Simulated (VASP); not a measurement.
The system is Be.

```
Be
1.0
     2.26460    0.00000    0.00000
    -1.13230    1.96120    0.00000
     0.00000    0.00000    3.56126
Be
2
Direct
  0.33333 0.66667 0.25000
  0.66667 0.33333 0.75000
```

Base run:

| Quantity | Value |
| --- | --- |
| Program | VASP 6.6.1 |
| Functional | r2SCAN |
| Potentials or basis | VASP PAW PBE potentials, release 64 (Be) |
| Cutoff | 520 eV |
| k mesh | 10 × 10 × 6 |
| Occupations | fermi-dirac, width 0.1 eV |
| Spin | no spin polarisation |

Its results: band gap on the k mesh zero (band 2 reaches 7.53 eV, above the bottom of band 3 at 6.79 eV); pressure 0.4 GPa.

The run is repeated on the same cell with these changes: k mesh from 10 × 10 × 6 to 3 × 3 × 2. What comes out?

Band gap on the k mesh zero (band 2 reaches 6.79 eV, above the bottom of band 3 at 6.06 eV); pressure 10.2 GPa.

Caveats: some runs use coarse meshes; the PAW data sets were made with another functional, which shifts forces and pressure a little.
